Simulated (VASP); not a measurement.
A run of VASP 6.6.1:

INCAR

```
SYSTEM = Si2C
  ALGO = Normal
  EDIFF = 1E-6
  ENCUT = 520
  GGA = PE
  ISIF = 2
  ISMEAR = 0
  LASPH = .TRUE.
  LCHARG = .FALSE.
  LREAL = .FALSE.
  LWAVE = .FALSE.
  NBANDS = 21
  NELM = 100
  PREC = Accurate
  SIGMA = 0.1
```

The input KPOINTS:

```
k-points
0
G
  6 6 2
  0 0 0
```

POSCAR

```
Si2C
1.0
    2.8155951400      0.0000000000      0.0000000000
   -1.4077975700      2.4383769200      0.0000000000
    0.0000000000      0.0000000000     12.5864962000
Si C
4 2
Direct
    0.3333333300      0.6666666700      0.6666666700
    0.3333333300      0.6666666700      0.3333333300
    0.6666666700      0.3333333300      0.6666666700
    0.6666666700      0.3333333300      0.3333333300
    0.3333333300      0.6666666700      0.0000000000
    0.6666666700      0.3333333300      0.0000000000
```

Potentials or basis: VASP PAW PBE potentials, release 64 (Si, C).

Launch:

```sh
$ cat potpaw_PBE.64/Si/POTCAR potpaw_PBE.64/C/POTCAR > POTCAR
$ mpirun -np 1 vasp_std > vasp.out
```

Hardware: 1 thread of Intel Xeon 6975P-C (shared host).

Problem. Estimate the wall time of this run.

Solution. Wall time 35 s on 1 thread of Intel Xeon 6975P-C, on a shared host, peak memory 0.22 GiB. Counts: scf iterations 17, k points 14.
